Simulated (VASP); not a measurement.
The system is Sc3Te2.

```
Sc Te
1.0
     4.99927    0.00000    0.00000
     0.00000    4.99927    0.00000
     0.00000    0.00000    4.99927
Sc Te
3 2
Direct
  0.50000 0.00000 0.00000
  0.00000 0.50000 0.00000
  0.00000 0.00000 0.50000
  0.50000 0.50000 0.50000
  0.00000 0.00000 0.00000
```

```yaml
Program: VASP 6.6.1
Task: relaxation of cell and atoms
Functional: PBE
Potentials_or_basis: VASP PAW PBE potentials, release 64 (Sc_sv, Te)
Cutoff: 600 eV
k_mesh: 4 × 4 × 4
Occupations: gaussian, width 0.1 eV
Spin: no spin polarisation
```

At the start: pressure 13.6 GPa; volume 24.99 Å³/atom.

**Question.** Where does the relaxation end?

**Answer.** Over 3 steps the energy falls by 190.4 meV/atom and the volume is 30.26 Å³/atom (+21.1 %); space group Pm-3m (No. 221, to 0.05 Å).

Step by step:
| step | energy change (eV) | largest force (eV/Å) | pressure (GPa) | volume (Å³) |
| --- | --- | --- | --- | --- |
| 1 | 0.0000 | 0.0000 | 13.62 | 124.95 |
| 2 | -0.7437 | 0.0000 | -3.84 | 167.41 |
| 3 | -0.9519 | 0.0000 | 0.06 | 151.28 |

Final structure:
```yaml
crystal:
  lattice:
    - [5.32837, 0.00000, 0.00000]
    - [0.00000, 5.32837, 0.00000]
    - [0.00000, 0.00000, 5.32837]
  atoms:
    - { symbol: Sc, position: [0.50000, 0.00000, 0.00000] }
    - { symbol: Sc, position: [0.00000, 0.50000, 0.00000] }
    - { symbol: Sc, position: [0.00000, 0.00000, 0.50000] }
    - { symbol: Te, position: [0.50000, 0.50000, 0.50000] }
    - { symbol: Te, position: [0.00000, 0.00000, 0.00000] }
```

Caveat: the volume moved by over 15 % at a fixed basis, so the end points are rough.
